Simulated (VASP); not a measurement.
Crystal: TaN.

```
Ta N
1.0
     5.19100    0.00000    0.00000
    -2.59550    4.49554    0.00000
     0.00000    0.00000    2.90800
Ta N
3 3
Direct
  0.66667 0.33333 0.50000
  0.33333 0.66667 0.50000
  0.00000 0.00000 0.00000
  0.00000 0.50000 0.00000
  0.50000 0.50000 0.00000
  0.50000 0.00000 0.00000
```

Base run:

- Program: VASP 6.6.1
- Functional: RPBE
- Potentials or basis: VASP PAW PBE potentials, release 64 (Ta_sv_GW, N)
- Cutoff: 700 eV
- k mesh: 6 × 6 × 9
- Occupations: fermi-dirac, width 0.05 eV
- Spin: no spin polarisation

Its results: band gap on the k mesh zero (bands 27 and 28 overlap by 2.05 eV); pressure 14.2 GPa.

Question: The run is repeated on the same cell with these changes: functional from RPBE to revPBE. What comes out?

Answer: Band gap on the k mesh zero (bands 27 and 28 overlap by 2.05 eV); pressure 12.9 GPa.

Caveats: the cell stands under pressure; the PAW data sets were made with another functional, which shifts forces and pressure a little; spin-orbit coupling is left out, which moves the levels of the heavy elements.
